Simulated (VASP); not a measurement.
# CuP (Fm-3m) in VASP: notebook, part 2 of 2

VASP 6.6.1. The steps go on from the part before.

**4. Single point, r2SCAN**

The input, POSCAR:

```
CuP
1.0
    0.0000000000      2.4078627738      2.4078627738
    2.4078627738      0.0000000000      2.4078627738
    2.4078627738      2.4078627738      0.0000000000
Cu P
1 1
Direct
    0.5000000000      0.5000000000      0.5000000000
    0.0000000000      0.0000000000      0.0000000000
```

The input, INCAR.step1:

```
SYSTEM = CuP
  PREC = Accurate
  ENCUT = 520
  ISMEAR = 1
  SIGMA = 0.001
  LREAL = .FALSE.
  LASPH = .TRUE.
  NELM = 80
  NBANDS = 15
  GGA = PE
  ALGO = Normal
  EDIFF = 1E-4
  LWAVE = .TRUE.
  LCHARG = .FALSE.
```

The input, INCAR.step2:

```
SYSTEM = CuP
  PREC = Accurate
  ENCUT = 520
  EDIFF = 1E-6
  ISMEAR = 1
  SIGMA = 0.001
  LREAL = .FALSE.
  LASPH = .TRUE.
  NELM = 80
  ALGO = Normal
  ISIF = 2
  LWAVE = .FALSE.
  LCHARG = .FALSE.
  METAGGA = R2SCAN
  LMIXTAU = .TRUE.
  NBANDS = 15
  ISTART = 1
```

The input, KPOINTS:

```
Automatic mesh
0
G
  12 12 12
  0 0 0
```

Potentials or basis: VASP PAW PBE potentials, release 64 (Cu, P).

Run with:

```bash
$ cat potpaw_PBE.64/Cu/POTCAR potpaw_PBE.64/P/POTCAR > POTCAR
$ cp INCAR.step1 INCAR
$ mpirun -np 1 vasp_std > vasp.out
$ cp INCAR.step2 INCAR
$ mpirun -np 1 vasp_std > vasp.out
```

OUTCAR:

```text
SYSTEM = CuP
   PREC = Accurate
   ENCUT = 520
   EDIFF = 1E-6
   ISMEAR = 1
   LREAL = .FALSE.
   LASPH = .TRUE.
   NELM = 80
   ISIF = 2
   METAGGA = R2SCAN
   ISTART = 1

 ion  position               nearest neighbor table
   1  0.500  0.500  0.500-   2 2.41   2 2.41   2 2.41   2 2.41   2 2.41   2 2.41
   2  0.000  0.000  0.000-   1 2.41   1 2.41   1 2.41   1 2.41   1 2.41   1 2.41

  LATTYP: Found a face centered cubic cell.
 ALAT       =     4.8157255476

  Lattice vectors:

 A1 = (   0.0000000000,   2.4078627738,   2.4078627738)
 A2 = (   2.4078627738,   0.0000000000,   2.4078627738)
 A3 = (   2.4078627738,   2.4078627738,   0.0000000000)

Analysis of symmetry for initial positions (statically):
=====================================================================
 Subroutine PRICEL returns:
 Original cell was already a primitive cell.

 Routine SETGRP: Setting up the symmetry group for a
 face centered cubic supercell.

 Subroutine GETGRP returns: Found 48 space group operations
 (whereof 48 operations were pure point group operations)
 out of a pool of 48 trial point group operations.

The static configuration has the point symmetry O_h .

Analysis of symmetry for dynamics (positions and initial velocities):
=====================================================================
 Subroutine PRICEL returns:
 Original cell was already a primitive cell.

 Routine SETGRP: Setting up the symmetry group for a
 face centered cubic supercell.

 Subroutine GETGRP returns: Found 48 space group operations
 (whereof 48 operations were pure point group operations)
 out of a pool of 48 trial point group operations.

The dynamic configuration has the point symmetry O_h .

 Subroutine INISYM returns: Found 48 space group operations
 (whereof 48 operations are pure point group operations),
 and found     1 'primitive' translations

----------------------------------------------------------------------------------------

                                     Primitive cell
[... 116 lines left out ...]
   METAGGA = R2SCAN    functional components
   LHFCALC =     F    Hartree Fock is set to
   AEXX    =    0.0000 exact exchange contribution
   IVDW    =     0    specifies the selected vdW correction
   LEPSILON=     F    determine dielectric tensor
   LRPA    =     F    only Hartree local field effects (RPA)
 non-spin polarized calculation
 Methfessel and Paxton  Order N= 1 SIGMA  =   0.00
  energy-cutoff  :      520.00
  volume of cell :       27.92
 maximum number of plane-waves:       769
 NGX is ok and might be reduce to    28
   NGX = 13   NGY = 13   NGZ = 13

 number of electron      15.9999998 magnetization

 Free energy of the ion-electron system (eV)
  ---------------------------------------------------
  ext. energy  EPLUGINS =         0.00000000
  ---------------------------------------------------
  free energy    TOTEN  =       -19.37356893 eV

  energy without entropy =      -19.37356748  energy(sigma->0) =      -19.37356845

 E-fermi :   7.6943     XC(G=0): -12.3482

 val. band max:        7.6938012925   @ k =   0.5000   0.2500   0.0000
 cond. band min:       7.6975110894   @ k =   0.3333   0.1667   0.0833
 fundamental gap:      0.0037097969
 Fermi energy:         7.6943103988

 k-point     1 :       0.0000    0.0000    0.0000
  band No.  band energies     occupation
      1      -6.3655      2.00000
      2       3.9428      2.00000
      3       3.9429      2.00000
      4       3.9429      2.00000
      5       3.9526      2.00000
      6       3.9526      2.00000
      7       8.8526      0.00000
      8       8.8526      0.00000
      9       8.8526      0.00000
     10      15.5471      0.00000
     11      17.4566      0.00000
     12      17.4566      0.00000
     13      17.4566      0.00000
     14      21.0434      0.00000
[... 401 lines left out ...]
      2       0.7265      2.00000
      3       2.9109      2.00000
      4       3.1001      2.00000
      5       4.4045      2.00000
      6       4.4447      2.00000
      7       4.8599      2.00000
      8       7.7475      0.00000
      9       9.3452      0.00000
     10      12.9326      0.00000
     11      15.5223      0.00000
     12      15.9062      0.00000
     13      20.3921      0.00000
     14      22.0946      0.00000
     15      22.7031      0.00000

 [... further k-points ...]
[... 5 lines left out ...]
  --------------------------------------------------------------------------------------
  -------------------------------------------------------------------------------------
  Total       -0.0035658     -0.0035658     -0.0035658      0.0000000      0.0000000      0.0000000
  in kB       -0.2046152     -0.2046152     -0.2046152      0.0000000      0.0000000      0.0000000
  external PRESSURE =      -0.2046152 kB  Pullay stress =       0.0000000 kB

 VOLUME and BASIS-vectors are now :
 -----------------------------------------------------------------------------
  energy-cutoff  :      520.00
  volume of cell :       27.92
      direct lattice vectors                 reciprocal lattice vectors
     0.000000000  2.407862774  2.407862774    -0.207653030  0.207653030  0.207653030
     2.407862774  0.000000000  2.407862774     0.207653030 -0.207653030  0.207653030
     2.407862774  2.407862774  0.000000000     0.207653030  0.207653030 -0.207653030

 POSITION                                       TOTAL-FORCE (eV/Angst)
 -----------------------------------------------------------------------------------
      2.40786      2.40786      2.40786        -0.000000     -0.000000      0.000000
      0.00000      0.00000      0.00000         0.000000      0.000000      0.000000
 -----------------------------------------------------------------------------------
    total drift:                                0.000000      0.000000      0.000000

  FREE ENERGIE OF THE ION-ELECTRON SYSTEM (eV)
  ---------------------------------------------------
  free  energy   TOTEN  =       -19.3735689324 eV

  energy  without entropy=      -19.3735674817  energy(sigma->0) =      -19.37356845
```

OUTCAR.step1:

```text
SYSTEM = CuP
   PREC = Accurate
   ENCUT = 520
   ISMEAR = 1
   LREAL = .FALSE.
   LASPH = .TRUE.
[... 654 lines left out ...]
      2.40786      2.40786      2.40786        -0.000000      0.000000      0.000000
      0.00000      0.00000      0.00000         0.000000     -0.000000     -0.000000
 -----------------------------------------------------------------------------------
    total drift:                                0.000000      0.000000      0.000000

  FREE ENERGIE OF THE ION-ELECTRON SYSTEM (eV)
  ---------------------------------------------------
  free  energy   TOTEN  =        -8.7030384923 eV

  energy  without entropy=       -8.7030370353  energy(sigma->0) =       -8.70303801
```

It took 2.8 min on 1 thread of Intel Xeon 8259CL, shared host; peak memory 0.18 GiB.

What came out:

| Item | Value |
| --- | --- |
| Free energy | -19.3736 eV |
| Pressure | 0.0 GPa |
| Band gap on the k mesh | zero (bands 8 and 9 overlap by 4.94 eV) |

Caveat: the PAW data sets were made with another functional, which shifts forces and pressure a little.

**5. Single point, r2SCAN (14.02 Å³/atom)**

This run uses another cell than the first one, of 14.02 Å³/atom.

The input, POSCAR:

```
CuP
1.0
    0.0000000000      2.4111384693      2.4111384693
    2.4111384693      0.0000000000      2.4111384693
    2.4111384693      2.4111384693      0.0000000000
Cu P
1 1
Direct
    0.5000000000      0.5000000000      0.5000000000
    0.0000000000      0.0000000000      0.0000000000
```

The input, INCAR.step1:

```
ALGO = Normal ; EDIFF = 1E-4
ENCUT = 520 ; GGA = PE
ISMEAR = 0 ; LASPH = T
LCHARG = F ; LREAL = F
LWAVE = T ; NBANDS = 15
NELM = 60 ; PREC = Accurate
SIGMA = 0.05
```

The input, INCAR.step2:

```
ALGO = Normal ; EDIFF = 1E-6
ENCUT = 520 ; ISIF = 2
ISMEAR = 0 ; ISTART = 1
LASPH = T ; LCHARG = T
LELF = T ; LMIXTAU = T
LREAL = F ; LVHAR = T
LWAVE = F ; METAGGA = R2SCAN
NBANDS = 15 ; NELM = 60
PREC = Accurate ; SIGMA = 0.05
```

The input, KPOINTS:

```
k-points
0
Gamma
  12 12 12
```

Potentials or basis: VASP PAW PBE potentials, release 64 (Cu, P).

Run with:

```bash
$ cat potpaw_PBE.64/Cu/POTCAR potpaw_PBE.64/P/POTCAR > POTCAR
$ cp INCAR.step1 INCAR
$ mpirun -np 1 vasp_std > vasp.out
$ cp INCAR.step2 INCAR
$ mpirun -np 1 vasp_std > vasp.out
```

OUTCAR:

```text
EDIFF = 1E-6
   ENCUT = 520
   ISIF = 2
   ISMEAR = 0
   ISTART = 1
   LASPH = T
   LREAL = F
   METAGGA = R2SCAN
   NELM = 60
   PREC = Accurate

 ion  position               nearest neighbor table
   1  0.500  0.500  0.500-   2 2.41   2 2.41   2 2.41   2 2.41   2 2.41   2 2.41
   2  0.000  0.000  0.000-   1 2.41   1 2.41   1 2.41   1 2.41   1 2.41   1 2.41

  LATTYP: Found a face centered cubic cell.
 ALAT       =     4.8222769386

  Lattice vectors:

 A1 = (   0.0000000000,   2.4111384693,   2.4111384693)
 A2 = (   2.4111384693,   0.0000000000,   2.4111384693)
[... 610 lines left out ...]
     11      15.4595      0.00000
     12      15.8357      0.00000
     13      20.3103      0.00000
     14      22.0248      0.00000
     15      22.6117      0.00000

 [... further k-points ...]
[... 5 lines left out ...]
  --------------------------------------------------------------------------------------
  -------------------------------------------------------------------------------------
  Total       -0.0788798     -0.0788798     -0.0788798      0.0000000     -0.0000000      0.0000000
  in kB       -4.5079567     -4.5079567     -4.5079567      0.0000000     -0.0000000      0.0000000
  external PRESSURE =      -4.5079567 kB  Pullay stress =       0.0000000 kB

 VOLUME and BASIS-vectors are now :
 -----------------------------------------------------------------------------
  energy-cutoff  :      520.00
  volume of cell :       28.03
      direct lattice vectors                 reciprocal lattice vectors
     0.000000000  2.411138469  2.411138469    -0.207370919  0.207370919  0.207370919
     2.411138469  0.000000000  2.411138469     0.207370919 -0.207370919  0.207370919
     2.411138469  2.411138469  0.000000000     0.207370919  0.207370919 -0.207370919

 POSITION                                       TOTAL-FORCE (eV/Angst)
 -----------------------------------------------------------------------------------
      2.41114      2.41114      2.41114        -0.000000     -0.000000     -0.000000
      0.00000      0.00000      0.00000         0.000000      0.000000      0.000000
 -----------------------------------------------------------------------------------
    total drift:                                0.000000      0.000000      0.000000

  FREE ENERGIE OF THE ION-ELECTRON SYSTEM (eV)
  ---------------------------------------------------
  free  energy   TOTEN  =       -19.3746547951 eV

  energy  without entropy=      -19.3730003316  energy(sigma->0) =      -19.37382756
```

OSZICAR.step1:

```text
N       E                     dE             d eps       ncg     rms          rms(c)
DAV:   1     0.694179978706E+02    0.69418E+02   -0.72600E+03  2237   0.140E+03
DAV:   2    -0.684999673515E+01   -0.76268E+02   -0.68204E+02  2230   0.237E+02
DAV:   3    -0.107790847615E+02   -0.39291E+01   -0.37222E+01  2909   0.545E+01
DAV:   4    -0.108498787074E+02   -0.70794E-01   -0.70706E-01  2384   0.654E+00
DAV:   5    -0.108514715591E+02   -0.15929E-02   -0.15927E-02  2989   0.110E+00    0.137E+01
DAV:   6    -0.125470570524E+02   -0.16956E+01   -0.36929E+01  2286   0.184E+02    0.118E+01
DAV:   7    -0.881228119918E+01    0.37348E+01   -0.86683E+00  2531   0.906E+01    0.291E+00
DAV:   8    -0.870624417816E+01    0.10604E+00   -0.75108E-01  3023   0.213E+01    0.140E+00
DAV:   9    -0.870621239825E+01    0.31780E-04   -0.74132E-02  3096   0.261E+00    0.507E-01
DAV:  10    -0.870572710321E+01    0.48530E-03   -0.13824E-03  2950   0.371E-01    0.232E-01
DAV:  11    -0.870561515070E+01    0.11195E-03   -0.21181E-03  3387   0.130E+00    0.102E-01
DAV:  12    -0.870548689612E+01    0.12825E-03   -0.26791E-04  1901   0.423E-01    0.351E-02
DAV:  13    -0.870547872513E+01    0.81710E-05   -0.26097E-05  1178   0.561E-02
   1 F= -.87054787E+01 E0= -.87048903E+01  d E =-.117680E-02
```

Run time: 3.4 min. Hardware: 1 thread of Intel Xeon 8259CL, shared host; peak memory 0.18 GiB.

What came out:

```
Free energy            : -19.3747 eV
Pressure               : -0.5 GPa
Band gap on the k mesh : zero (bands 8 and 9 overlap by 4.92 eV)
```

Levels at points of the mesh, in eV from the Fermi level:
```csv
k point,band 5,band 6,band 7,band 8,band 9,band 10,band 11,band 12
"(0.00, 0.00, 0.00)",-3.71,-3.71,1.17,1.17,1.17,7.81,9.77,9.77
"(0.50, 0.00, 0.00)",-3.25,-3.25,-2.79,2.63,2.63,5.61,6.21,6.21
"(0.50, 0.50, 0.00)",-3.13,-3.13,-2.31,-1.94,-1.94,1.71,5.92,16.63
```

Caveat: the PAW data sets were made with another functional, which shifts forces and pressure a little.

**6. Overview**

| cell | smearing | gap on the mesh (eV) | pressure (GPa) |
| --- | --- | --- | --- |
| a = 3.405 Å, angles 60.0°, 2 atoms | gaussian 0.05 eV | none | 0.1 |
| a = 3.405 Å, angles 60.0°, 2 atoms | methfessel-paxton 0.001 eV | none | 0.0 |
| a = 3.410 Å, angles 60.0°, 2 atoms | gaussian 0.05 eV | none | -0.5 |

Alike in all rows: task single point; level r2SCAN; potentials or basis VASP PAW PBE potentials, release 64 (Cu, P); no spin polarisation; k mesh 12 × 12 × 12; cutoff (eV) 520.

Caveats: the PAW data sets were made with another functional, which shifts forces and pressure a little.

Absolute energies hang on the potentials; compare differences alone.
